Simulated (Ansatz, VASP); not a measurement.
## SiC: VASP beside Ansatz

INCAR

```
SYSTEM = SiC
  PREC = Accurate
  ENCUT = 520
  EDIFF = 1E-6
  ISMEAR = -1
  SIGMA = 0.02
  LREAL = .FALSE.
  LASPH = .TRUE.
  NELM = 80
  ALGO = Normal
  ISIF = 2
  LWAVE = .FALSE.
  LCHARG = .FALSE.
  GGA = PE
  IBRION = 2
  NSW = 80
  EDIFFG = -0.02
  LUSENCCL = .FALSE.
```

File KPOINTS:

```
Automatic mesh
0
G
  10 10 2
  0 0 0
```

POSCAR

```
SiC
1.0
    1.5389000000     -2.6675000000      0.0000000000
    1.5389000000      2.6675000000      0.0000000000
    0.0000000000      0.0000000000     15.1219000000
Si C
6 6
Direct
    0.1673000000      0.8327000000      0.8580000000
    0.8327000000      0.1673000000      0.3580000000
    0.5007000000      0.4993000000      0.5241000000
    0.4993000000      0.5007000000      0.0241000000
    0.8357000000      0.1643000000      0.6912400000
    0.1643000000      0.8357000000      0.1912400000
    0.4960000000      0.5040000000      0.6503000000
    0.5040000000      0.4960000000      0.1503000000
    0.1600000000      0.8400000000      0.9817000000
    0.8400000000      0.1600000000      0.4817000000
    0.8290000000      0.1710000000      0.8168000000
    0.1710000000      0.8290000000      0.3168000000
```

Input for Ansatz:

```yaml
crystal:
  lattice:
    - [1.5389, -2.6675, 0.0]
    - [1.5389, 2.6675, 0.0]
    - [0.0, 0.0, 15.1219]
  atoms:
    - { symbol: Si, position: [0.1673, 0.8327, 0.858] }
    - { symbol: Si, position: [0.8327, 0.1673, 0.358] }
    - { symbol: Si, position: [0.5007, 0.4993, 0.5241] }
    - { symbol: Si, position: [0.4993, 0.5007, 0.0241] }
    - { symbol: Si, position: [0.8357, 0.1643, 0.69124] }
    - { symbol: Si, position: [0.1643, 0.8357, 0.19124] }
    - { symbol: C, position: [0.496, 0.504, 0.6503] }
    - { symbol: C, position: [0.504, 0.496, 0.1503] }
    - { symbol: C, position: [0.16, 0.84, 0.9817] }
    - { symbol: C, position: [0.84, 0.16, 0.4817] }
    - { symbol: C, position: [0.829, 0.171, 0.8168] }
    - { symbol: C, position: [0.171, 0.829, 0.3168] }
kpoints:
  mp_grid: { grid: [10, 10, 2] }
scf:
  occupations: { method: fermi_dirac, width: 0.02 }
hamiltonian:
  xc: pbe
  pseudopotentials: { kind: paw, frozen_core: stored }
output:
  forces: true
  stress: true
  populations: true
  efg: {}
relax:
  f_tol: 0.02
  max_steps: 60
```

Alike in both runs: task relaxation of the atoms; functional PBE; k mesh 10 × 10 × 2; occupations fermi-dirac, width 0.02 eV; no spin polarisation.

```csv
,VASP,Ansatz
version,VASP 6.6.1,Ansatz 0.2.0
potentials or method,"VASP PAW PBE potentials, release 64 (Si, C)","plane-wave PAW, scalar-relativistic"
plane-wave cutoff (eV),520,420
valence electrons in the cell,48,48
```

|  | VASP | Ansatz | Ansatz less VASP |
| --- | --- | --- | --- |
| gap on the k mesh at the Fermi level, each at its own relaxed structure (eV) | 2.02 | 2.02 | +0.002 |

Ansatz's warnings: stress scf threshold loose.
